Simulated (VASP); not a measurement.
# Ru (P6_3/mmc) in VASP: single point with PBE

Aim: the single point of Ru with PBE.

Everything below comes from runs of VASP 6.6.1. Logs are shortened: lines on timing, memory, paths and dates and some standing lists are left out, and cuts for length are marked.

## (1) The cell of the first run

It takes space group P6_3/mmc (No. 194, hexagonal). The conventional cell has a = 2.707 Å, b = 2.707 Å, c = 4.279 Å, α = 90.00°, β = 90.00°, γ = 120.00°. Within 3.5 Å of Ru (site symmetry -6m2) lie 12 Ru at 2.65 to 2.71 Å.

## (2) Single point, PBE

Contents of INCAR:

```
SYSTEM = Ru
PREC     = Accurate       ! precision mode
ENCUT    = 520            ! plane-wave cutoff, eV
EDIFF    = 1E-6           ! SCF threshold, eV
ISMEAR   = -1             ! smearing method
SIGMA    = 0.05           ! smearing width, eV
LREAL    = Auto         
LASPH    = .True.         ! aspherical terms in the spheres
NELM     = 80             ! most SCF steps
ALGO     = Fast           ! electronic algorithm
ISIF     = 2              ! what is computed and relaxed
LWAVE    = .False.        ! write WAVECAR
LCHARG   = .False.        ! write CHGCAR
GGA      = PE             ! functional
NBANDS   = 126            ! bands
```

Contents of KPOINTS:

```
Automatic mesh
0
Gamma
  6 6 4
  0 0 0
```

Contents of POSCAR:

```
Ru
1.0
    5.4133796909      0.0000000000      0.0000000000
   -2.7066898455      4.6881243327      0.0000000000
    0.0000000000      0.0000000000      8.5581700933
Ru
16
Direct
    0.1666666667      0.3333333333      0.1250000000
    0.3333333333      0.1666666667      0.3750000000
    0.1666666667      0.3333333333      0.6250000000
    0.3333333333      0.1666666667      0.8750000000
    0.1666666667      0.8333333333      0.1250000000
    0.3333333333      0.6666666667      0.3750000000
    0.1666666667      0.8333333333      0.6250000000
    0.3333333333      0.6666666667      0.8750000000
    0.6666666667      0.3333333333      0.1250000000
    0.8333333333      0.1666666667      0.3750000000
    0.6666666667      0.3333333333      0.6250000000
    0.8333333333      0.1666666667      0.8750000000
    0.6666666667      0.8333333333      0.1250000000
    0.8333333333      0.6666666667      0.3750000000
    0.6666666667      0.8333333333      0.6250000000
    0.8333333333      0.6666666667      0.8750000000
```

Potentials or basis: VASP PAW PBE potentials, release 64 (Ru_pv).

Command:

```console
cat potpaw_PBE.64/Ru_pv/POTCAR > POTCAR
mpirun -np 1 vasp_std > vasp.out
```

OUTCAR:

```text
SYSTEM = Ru
   PREC = Accurate
   ENCUT = 520
   EDIFF = 1E-6
   ISMEAR = -1
   LREAL = Auto
   LASPH = .True.
   NELM = 80
   ISIF = 2
   GGA = PE

 ion  position               nearest neighbor table
   1  0.167  0.333  0.125-   2 2.65   4 2.65  10 2.65  12 2.65   6 2.65   8 2.65   9 2.71   9 2.71
                            13 2.71  13 2.71   5 2.71   5 2.71
   2  0.333  0.167  0.375-   1 2.65   3 2.65   9 2.65  11 2.65   5 2.65   7 2.65  10 2.71  10 2.71
                            14 2.71  14 2.71   6 2.71   6 2.71
   3  0.167  0.333  0.625-   2 2.65   4 2.65  10 2.65  12 2.65   6 2.65   8 2.65  11 2.71  11 2.71
                            15 2.71  15 2.71   7 2.71   7 2.71
   4  0.333  0.167  0.875-   1 2.65   3 2.65   9 2.65  11 2.65   5 2.65   7 2.65  12 2.71  12 2.71
                            16 2.71  16 2.71   8 2.71   8 2.71
   5  0.167  0.833  0.125-   6 2.65   8 2.65  14 2.65  16 2.65   2 2.65   4 2.65  13 2.71  13 2.71
                             9 2.71   9 2.71   1 2.71   1 2.71
   6  0.333  0.667  0.375-   5 2.65   7 2.65  13 2.65  15 2.65   1 2.65   3 2.65  14 2.71  14 2.71
                            10 2.71  10 2.71   2 2.71   2 2.71
   7  0.167  0.833  0.625-   6 2.65   8 2.65  14 2.65  16 2.65   2 2.65   4 2.65  15 2.71  15 2.71
                            11 2.71  11 2.71   3 2.71   3 2.71
   8  0.333  0.667  0.875-   5 2.65   7 2.65  13 2.65  15 2.65   1 2.65   3 2.65  16 2.71  16 2.71
                            12 2.71  12 2.71   4 2.71   4 2.71
   9  0.667  0.333  0.125-  10 2.65  12 2.65   2 2.65   4 2.65  14 2.65  16 2.65   1 2.71   1 2.71
[... 22 lines left out ...]
 A1 = (   5.4133796909,   0.0000000000,   0.0000000000)
 A2 = (  -2.7066898455,   4.6881243327,   0.0000000000)
 A3 = (   0.0000000000,   0.0000000000,   8.5581700933)

Analysis of symmetry for initial positions (statically):
=====================================================================
 Subroutine PRICEL returns following result:

  LATTYP: Found a hexagonal cell.
 ALAT       =     2.7066898455
 C/A-ratio  =     1.5809292128

  Lattice vectors:

 A1 = (   2.7066898455,   0.0000000000,   0.0000000000)
 A2 = (  -1.3533449228,   2.3440621664,   0.0000000000)
 A3 = (   0.0000000000,   0.0000000000,   4.2790850466)

   8 primitive cells build up your supercell.

 Routine SETGRP: Setting up the symmetry group for a
 hexagonal supercell.

 Subroutine GETGRP returns: Found 24 space group operations
 (whereof 12 operations were pure point group operations)
 out of a pool of 24 trial point group operations.

The static configuration has the point symmetry D_3d.
 The point group associated with its full space group is D_6h.

Analysis of symmetry for dynamics (positions and initial velocities):
[... 129 lines left out ...]
   PSTRESS=    0.0 pullay stress
   NELECT =     224.0000    total number of electrons
   NUPDOWN=      -1.0000    fix difference up-down
   EMIN   =  10.00;   EMAX   =-10.00  energy-range for DOS
   EFERMI =   0.00;   METHOD = LEGACY
   ISMEAR =    -1;   SIGMA  =   0.05  broadening in eV -4-tet -1-fermi 0-gaus
   EFERMI_NEDOS =   21; number of points for ismear=-14 and -15
   IALGO  =     68    algorithm
   IMIX   =      4    mixing-type and parameters
     AMIX     =   0.40;   BMIX     =  1.00
     AMIX_MAG =   1.60;   BMIX_MAG =  1.00
  volume/ion in A,a.u.               =      13.57        91.61
  Fermi-wavevector in a.u.,A,eV,Ry     =   1.654022  3.125649 37.222674  2.735789
  Thomas-Fermi vector in A             =   2.742361
   LORBIT       =      0    0 simple, 1 ext, 2 COOP (PROOUT), +10 PAW based schemes
   GGA     = PE    functional components
   LHFCALC =     F    Hartree Fock is set to
   AEXX    =    0.0000 exact exchange contribution
   IVDW    =     0    specifies the selected vdW correction
   LEPSILON=     F    determine dielectric tensor
   LRPA    =     F    only Hartree local field effects (RPA)
 non-spin polarized calculation
 RMM-DIIS sequential band-by-band and
  energy-cutoff  :      520.00
  volume of cell :      217.19
 maximum number of plane-waves:      5868
   NGX = 21   NGY = 21   NGZ = 31

 number of electron     224.0000065 magnetization

 Free energy of the ion-electron system (eV)
  ---------------------------------------------------
  ext. energy  EPLUGINS =         0.00000000
  ---------------------------------------------------
  free energy    TOTEN  =      -147.85790911 eV

  energy without entropy =     -147.75515427  energy(sigma->0) =     -147.80653169

 E-fermi :  12.8730     XC(G=0): -14.1211

 val. band max:       12.8705688160   @ k =   0.5000   0.0000   0.2500
 cond. band min:      12.8802718403   @ k =   0.1667   0.0000   0.0000
 fundamental gap:      0.0097030243
 Fermi energy:        12.8730393047

 k-point     1 :       0.0000    0.0000    0.0000
  band No.  band energies     occupation
      1     -30.8062      2.00000
      2     -30.7061      2.00000
      3     -30.7061      2.00000
      4     -30.7061      2.00000
      5     -30.7061      2.00000
      6     -30.7061      2.00000
[... 2656 lines left out ...]
    123      13.2858      0.00052
    124      13.2860      0.00052
 [bands above 124 left out]

------------------------ aborting loop because EDIFF is reached ----------------------------------------

  FORCE on cell =-STRESS in cart. coord.  units (eV):
  Direction    XX          YY          ZZ          XY          YZ          ZX
  --------------------------------------------------------------------------------------
  -------------------------------------------------------------------------------------
  Total        5.9240826      5.9240826      5.7046229     -0.0000000      0.0000000      0.0000000
  in kB       43.7001737     43.7001737     42.0812854     -0.0000000      0.0000000      0.0000000
  external PRESSURE =      43.1605442 kB  Pullay stress =       0.0000000 kB

 VOLUME and BASIS-vectors are now :
 -----------------------------------------------------------------------------
  energy-cutoff  :      520.00
  volume of cell :      217.19
      direct lattice vectors                 reciprocal lattice vectors
     5.413379691  0.000000000  0.000000000     0.184727482  0.106652462  0.000000000
    -2.706689846  4.688124333  0.000000000     0.000000000  0.213304923  0.000000000
     0.000000000  0.000000000  8.558170093     0.000000000  0.000000000  0.116847409

 POSITION                                       TOTAL-FORCE (eV/Angst)
 -----------------------------------------------------------------------------------
      0.00000      1.56271      1.06977         0.000000      0.000000      0.000000
      1.35334      0.78135      3.20931        -0.000000     -0.000000     -0.000000
      0.00000      1.56271      5.34886         0.000000      0.000000     -0.000000
      1.35334      0.78135      7.48840        -0.000000     -0.000000      0.000000
     -1.35334      3.90677      1.06977         0.000000      0.000000     -0.000000
     -0.00000      3.12542      3.20931        -0.000000     -0.000000      0.000000
[... 8 lines left out ...]
      1.35334      3.90677      5.34886         0.000000      0.000000      0.000000
      2.70669      3.12542      7.48840        -0.000000     -0.000000      0.000000
 -----------------------------------------------------------------------------------
    total drift:                               -0.000001      0.000000     -0.000000

  FREE ENERGIE OF THE ION-ELECTRON SYSTEM (eV)
  ---------------------------------------------------
  free  energy   TOTEN  =      -147.8579091051 eV

  energy  without entropy=     -147.7551542677  energy(sigma->0) =     -147.80653169
```

Wall time 23 min (1 thread of Oxide Virtual Turin-like, shared host); peak memory 0.49 GiB.

Results:

* Free energy: -147.8579 eV
* Pressure: 4.3 GPa
* Band gap on the k mesh: zero (band 112 reaches 13.80 eV, above the bottom of band 113 at 12.40 eV)

Levels at points of the mesh, in eV from the Fermi level:
```csv
k point,band 107,band 108,band 109,band 110,band 111,band 112,band 113,band 114,band 115,band 116
"(0.00, 0.00, 0.00)",0.42,0.42,0.42,0.42,0.51,0.51,0.51,0.51,1.15,1.15
"(0.50, 0.00, 0.00)",-1.42,-1.42,-0.91,-0.91,-0.66,-0.66,-0.38,-0.38,0.06,0.06
"(0.00, 0.00, 0.50)",0.74,0.74,0.74,0.74,0.75,0.75,0.75,0.75,0.75,0.75
"(0.50, 0.00, 0.50)",-0.86,-0.86,-0.42,-0.42,-0.42,-0.42,-0.10,-0.10,-0.10,-0.10
```
